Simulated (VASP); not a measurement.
# Te6Mo3H (a cell with a defect) in VASP: single point with PBEsol+D3(BJ)

Aim: the single point of Te6Mo3H (a cell with a defect) with PBEsol+D3(BJ).

All numbers are computed with VASP 6.6.1; they aren't measurements. Logs are shortened: lines on timing, memory, paths and dates and some standing lists are left out, and cuts for length are marked.

## 1. The cell of the first run

The cell holds a defect, 10 atoms: a = 3.433 Å, b = 3.433 Å, c = 20.770 Å, α = 90.00°, β = 90.00°, γ = 120.00°.

## 2. Single point, PBEsol+D3(BJ)

Input file INCAR:

```
PREC = Accurate ; ENCUT = 400
EDIFF = 1E-6 ; ISMEAR = 0
SIGMA = 0.05 ; LREAL = False
LASPH = True ; NELM = 120
ALGO = Normal ; ISIF = 2
LWAVE = False ; LCHARG = False
GGA = PS ; IVDW = 12
NBANDS = 50 ; GGA_COMPAT = False
```

Input file KPOINTS:

```
regular mesh
0
Gamma
  9 9 2
```

Input file POSCAR:

```
Te6Mo3H
1.0
    3.4334348991      0.0000000000      0.0000000000
   -1.7167174496      2.9734418449      0.0000000000
    0.0000000000      0.0000000000     20.7704276327
Te Mo H
6 3 1
Direct
    0.0000000000      0.0000000000      0.9125759158
    0.3333333333      0.6666666667      0.5917813750
    0.3333333333      0.6666666667      0.2333059430
    0.3333333333      0.6666666667      0.7666940570
    0.3333333333      0.6666666667      0.4082186250
    0.0000000000      0.0000000000      0.0874240842
    0.0000000000      0.0000000000      0.6791506171
    0.0000000000      0.0000000000      0.3208493829
    0.3333333333      0.6666666667      0.0000000000
    0.4476901485      0.2238450742      0.0023436355
```

Potentials or basis: VASP PAW PBE potentials, release 64 (Te, Mo_sv, H).

Launch:

```sh
cat potpaw_PBE.64/Te/POTCAR potpaw_PBE.64/Mo_sv/POTCAR potpaw_PBE.64/H/POTCAR > POTCAR
mpirun -np 1 vasp_std > vasp.out
```

OUTCAR:

```text
PREC = Accurate
   ENCUT = 400
   EDIFF = 1E-6
   ISMEAR = 0
   LREAL = False
   LASPH = True
   NELM = 120
   ISIF = 2
   GGA = PS
   IVDW = 12
 IVDW          = 12

 ion  position               nearest neighbor table
   1  0.000  0.000  0.913-   9 2.69   9 2.69   9 2.69   4 3.62   4 3.62   4 3.62   6 3.63
   2  0.333  0.667  0.592-   7 2.69   7 2.69   7 2.69   4 3.63
   3  0.333  0.667  0.233-   8 2.69   8 2.69   8 2.69   6 3.62   6 3.62   6 3.62   5 3.63
   4  0.333  0.667  0.767-   7 2.69   7 2.69   7 2.69   1 3.62   1 3.62   1 3.62   2 3.63
   5  0.333  0.667  0.408-   8 2.69   8 2.69   8 2.69   3 3.63
   6  0.000  0.000  0.087-  10 2.21   9 2.69   9 2.69   9 2.69   3 3.62   3 3.62   3 3.62   1 3.63

   7  0.000  0.000  0.679-   2 2.69   2 2.69   2 2.69   4 2.69   4 2.69   4 2.69
   8  0.000  0.000  0.321-   5 2.69   5 2.69   5 2.69   3 2.69   3 2.69   3 2.69
   9  0.333  0.667  0.000-  10 1.75  10 1.75   6 2.69   1 2.69   1 2.69   6 2.69   1 2.69   6 2.69

  10  0.448  0.224  0.002-   9 1.75   9 1.75   6 2.21

  LATTYP: Found a hexagonal cell.
 ALAT       =     3.4334348991
 C/A-ratio  =     6.0494601596

  Lattice vectors:

 A1 = (   3.4334348991,   0.0000000000,   0.0000000000)
 A2 = (  -1.7167174496,   2.9734418449,   0.0000000000)
 A3 = (   0.0000000000,   0.0000000000,  20.7704276327)

Analysis of symmetry for initial positions (statically):
=====================================================================
 Subroutine PRICEL returns:
 Original cell was already a primitive cell.

 Routine SETGRP: Setting up the symmetry group for a
 hexagonal supercell.

 Subroutine GETGRP returns: Found  2 space group operations
 (whereof  2 operations were pure point group operations)
 out of a pool of 24 trial point group operations.

The static configuration has the point symmetry C_1h.

Analysis of symmetry for dynamics (positions and initial velocities):
=====================================================================
 Subroutine PRICEL returns:
 Original cell was already a primitive cell.

 Routine SETGRP: Setting up the symmetry group for a
 hexagonal supercell.

 Subroutine GETGRP returns: Found  2 space group operations
 (whereof  2 operations were pure point group operations)
 out of a pool of 24 trial point group operations.

The dynamic configuration has the point symmetry C_1h.

 Subroutine INISYM returns: Found  2 space group operations
 (whereof  2 operations are pure point group operations),
 and found     1 'primitive' translations

----------------------------------------------------------------------------------------

                                     Primitive cell

  volume of cell :     212.0478

  direct lattice vectors                    reciprocal lattice vectors
     3.433434899  0.000000000  0.000000000     0.291253520  0.168155298  0.000000000
    -1.716717450  2.973441845  0.000000000     0.000000000  0.336310596  0.000000000
     0.000000000  0.000000000 20.770427633     0.000000000  0.000000000  0.048145374

  length of vectors
     3.433434899  3.433434899 20.770427633     0.336310596  0.336310596  0.048145374

  position of ions in fractional coordinates (direct lattice)
     0.000000000  0.000000000  0.912575916
     0.333333333  0.666666667  0.591781375
     0.333333333  0.666666667  0.233305943
     0.333333333  0.666666667  0.766694057
     0.333333333  0.666666667  0.408218625
     0.000000000  0.000000000  0.087424084
     0.000000000  0.000000000  0.679150617
     0.000000000  0.000000000  0.320849383
     0.333333333  0.666666667  0.000000000
     0.447690149  0.223845074  0.002343635

  ion indices of the primitive-cell ions
   primitive index   ion index
                 1           1
                 2           2
                 3           3
                 4           4
                 5           5
                 6           6
                 7           7
                 8           8
                 9           9
                10          10

----------------------------------------------------------------------------------------

 KPOINTS: regular mesh

Automatic generation of k-mesh.
 Grid dimensions read from file:
 generate k-points for:    9    9    2

 Generating k-lattice:

  Cartesian coordinates                     Fractional coordinates (reciprocal lattice)
     0.032361502  0.018683922  0.000000000     0.111111111  0.000000000  0.000000000
     0.000000000  0.037367844  0.000000000     0.000000000  0.111111111  0.000000000
     0.000000000  0.000000000  0.024072687     0.000000000  0.000000000  0.500000000

  Length of vectors
     0.037367844  0.037367844  0.024072687

  Shift w.r.t. Gamma in fractional coordinates (k-lattice)
     0.000000000  0.000000000  0.000000000

 Subroutine IBZKPT returns following result:
 ===========================================

 Found     50 irreducible k-points:

 Following reciprocal coordinates:
            Coordinates               Weight
  0.000000  0.000000  0.000000      1.000000
  0.111111  0.000000  0.000000      2.000000
  0.000000  0.111111  0.000000      4.000000
  0.222222 -0.000000  0.000000      2.000000
  0.000000  0.222222  0.000000      4.000000
  0.333333  0.000000  0.000000      2.000000
[... 16 lines left out ...]
 -0.222222 -0.444444  0.000000      4.000000
  0.444444  0.333333  0.000000      4.000000
 [... further k-points ...]
   k-points           NKPTS =     50   k-points in BZ     NKDIM =     50   number of bands    NBANDS=     50
   number of dos      NEDOS =    301   number of ions     NIONS =     10
   total plane-waves  NPLWV =  80640
   dimension x,y,z NGX =    24 NGY =   24 NGZ =  140
   dimension x,y,z NGXF=    48 NGYF=   48 NGZF=  280
   ions per type =               6   3   1
   NGX,Y,Z   is equivalent  to a cutoff of  11.62, 11.62, 11.21 a.u.
   NGXF,Y,Z  is equivalent  to a cutoff of  23.24, 23.24, 22.41 a.u.
 SYSTEM =  unknown system
   PREC   = accura    normal or accurate (medium, high low for compatibility)
   ISTART =      0    job   : 0-new  1-cont  2-samecut
   ICHARG =      2    charge: 1-file 2-atom 10-const
   ISPIN  =      1    spin polarized calculation?
   LNONCOLLINEAR =      F non collinear calculations
   LSORBIT =      F    spin-orbit coupling
   LASPH  =      T    aspherical Exc in radial PAW
   ENCUT  =  400.0 eV  29.40 Ry    5.42 a.u.   5.60  5.60 33.87*2*pi/ulx,y,z
   NELM   =    120;   NELMIN=  2; NELMDL= -5     # of ELM steps
   EDIFF  = 0.1E-05   stopping-criterion for ELM
   LREAL  =      F    real-space projection
   EDIFFG = 0.1E-04   stopping-criterion for IOM
   NSW    =      0    number of steps for IOM
   IBRION =     -1    ionic relax: 0-MD 1-quasi-New 2-CG
   NFREE  =      0    steps in history (QN), initial steepest desc. (CG)
   ISIF   =      2    stress and relaxation
   ISYM   =      2    0-nonsym 1-usesym 2-fastsym
   POTIM  = 0.5000    time-step for ionic-motion
   TEBEG  =    0.0;   TEEND  =   0.0 temperature during run
   PSTRESS=    0.0 pullay stress
   NELECT =      79.0000    total number of electrons
   NUPDOWN=      -1.0000    fix difference up-down
   EMIN   =  10.00;   EMAX   =-10.00  energy-range for DOS
   EFERMI =   0.00;   METHOD = LEGACY
   ISMEAR =     0;   SIGMA  =   0.05  broadening in eV -4-tet -1-fermi 0-gaus
   EFERMI_NEDOS =   21; number of points for ismear=-14 and -15
   IALGO  =     38    algorithm
   IMIX   =      4    mixing-type and parameters
     AMIX     =   0.40;   BMIX     =  1.00
     AMIX_MAG =   1.60;   BMIX_MAG =  1.00
  volume/ion in A,a.u.               =      21.20       143.10
  Fermi-wavevector in a.u.,A,eV,Ry     =   1.177984  2.226066 18.880066  1.387646
  Thomas-Fermi vector in A             =   2.314321
   LORBIT       =      0    0 simple, 1 ext, 2 COOP (PROOUT), +10 PAW based schemes
   GGA     = PS    functional components
   LHFCALC =     F    Hartree Fock is set to
   AEXX    =    0.0000 exact exchange contribution
   IVDW    =    12    specifies the selected vdW correction
   LEPSILON=     F    determine dielectric tensor
   LRPA    =     F    only Hartree local field effects (RPA)
 non-spin polarized calculation
 Gauss-broadening in eV      SIGMA  =   0.05
  energy-cutoff  :      400.00
  volume of cell :      212.05
 maximum number of plane-waves:      3908
   NGX = 11   NGY = 11   NGZ = 67

 number of electron      78.9999990 magnetization

 Free energy of the ion-electron system (eV)
  ---------------------------------------------------
  ext. energy  EPLUGINS =         0.00000000
  ---------------------------------------------------
  free energy    TOTEN  =       -61.09075529 eV

  energy without entropy =      -61.08612653  energy(sigma->0) =      -61.08844091

 E-fermi :   9.5598     XC(G=0): -10.9033

 val. band max:        9.5554650249   @ k =  -0.1111  -0.4444   0.5000
 cond. band min:       9.5957502295   @ k =   0.0000   0.3333   0.0000
 fundamental gap:      0.0402852046
 Fermi energy:         9.5598014859

 k-point     1 :       0.0000    0.0000    0.0000
  band No.  band energies     occupation
      1     -51.9183      2.00000
      2     -51.6411      2.00000
      3     -51.6310      2.00000
      4     -26.1972      2.00000
      5     -26.1317      2.00000
      6     -25.9692      2.00000
[... 42 lines left out ...]
     49      12.5601      0.00000
     50      12.6382      0.00000

 k-point     2 :       0.1111    0.0000    0.0000
  band No.  band energies     occupation
      1     -51.9165      2.00000
      2     -51.6395      2.00000
      3     -51.6293      2.00000
      4     -26.2020      2.00000
      5     -26.1269      2.00000
      6     -25.9908      2.00000
[... 1158 lines left out ...]
 k-point    24 :       0.4444    0.3333    0.0000
  band No.  band energies     occupation
      1     -51.9000      2.00000
      2     -51.6261      2.00000
      3     -51.6160      2.00000
      4     -26.3811      2.00000
      5     -26.0878      2.00000
      6     -26.0777      2.00000
[... 42 lines left out ...]
     49      12.3017      0.00000
     50      12.3520      0.00000

 [... further k-points ...]

------------------------ aborting loop because EDIFF is reached ----------------------------------------

 Edisp (eV)   -5.04232

 E8    (eV) :    -3.4306

  FORCE on cell =-STRESS in cart. coord.  units (eV):
  Direction    XX          YY          ZZ          XY          YZ          ZX
  --------------------------------------------------------------------------------------
  -------------------------------------------------------------------------------------
  Total       2.84176     3.65269     4.71036    -0.70229    -0.05656    -0.09797
  in kB      21.47157    27.59877    35.59027    -5.30631    -0.42739    -0.74025
  external pressure =       28.22 kB  Pullay stress =        0.00 kB

 VOLUME and BASIS-vectors are now :
 -----------------------------------------------------------------------------
  energy-cutoff  :      400.00
  volume of cell :      212.05
      direct lattice vectors                 reciprocal lattice vectors
     3.433434899  0.000000000  0.000000000     0.291253520  0.168155298  0.000000000
    -1.716717450  2.973441845  0.000000000     0.000000000  0.336310596  0.000000000
     0.000000000  0.000000000 20.770427633     0.000000000  0.000000000  0.048145374

 POSITION                                       TOTAL-FORCE (eV/Angst)
 -----------------------------------------------------------------------------------
      0.00000      0.00000     18.95459        -0.431970     -0.249398     -1.407636
     -0.00000      1.98229     12.29155        -0.005706     -0.003294     -0.040869
     -0.00000      1.98229      4.84586         0.007933      0.004580     -0.075265
     -0.00000      1.98229     15.92456         0.006325      0.003652      0.074441
     -0.00000      1.98229      8.47888        -0.005723     -0.003304      0.042870
      0.00000      0.00000      1.81584        -0.519176     -0.299746      1.495425
      0.00000      0.00000     14.10625         0.009081      0.005243      0.008800
      0.00000      0.00000      6.66418         0.009876      0.005702     -0.013422
     -0.00000      1.98229      0.00000        -0.048669     -0.028099     -0.008014
      1.15284      0.66559      0.04868         0.978029      0.564665     -0.076331
 -----------------------------------------------------------------------------------
    total drift:                               -0.000016     -0.000010     -0.000181

  FREE ENERGIE OF THE ION-ELECTRON SYSTEM (eV)
  ---------------------------------------------------
  free  energy   TOTEN  =       -66.1330742008 eV

  energy  without entropy=      -66.1284454458  energy(sigma->0) =      -66.13075982
```

Run time: 3.8 min. Hardware: 1 thread of Intel Xeon 6975P-C (Granite Rapids), shared host; peak memory 0.46 GiB.

What came out:

* Free energy: -66.1331 eV
* Pressure: 2.8 GPa
* Largest force: 1.611 eV/Å
* Band gap on the k mesh: zero (an odd number of electrons rules out a gap without spin polarisation)
* Dispersion energy per atom: -0.504 eV

Forces on the atoms (eV/Å):
```
Te  -0.432 -0.249 -1.408
Te  -0.006 -0.003 -0.041
Te   0.008  0.005 -0.075
Te   0.006  0.004  0.074
Te  -0.006 -0.003  0.043
Te  -0.519 -0.300  1.495
Mo   0.009  0.005  0.009
Mo   0.010  0.006 -0.013
Mo  -0.049 -0.028 -0.008
H    0.978  0.565 -0.076
```

Stress tensor (GPa, compression positive):
```
 2.15 -0.53 -0.07
-0.53  2.76 -0.04
-0.07 -0.04  3.56
```

Caveat: the PAW data sets were made with another functional, which shifts forces and pressure a little; spin-orbit coupling is left out, which moves the levels of the heavy elements; an odd number of electrons without spin polarisation forces a metal; a magnetic or distorted state may lie lower.

The gap in the log of VASP goes by the Fermi energy; the results here count the filled bands.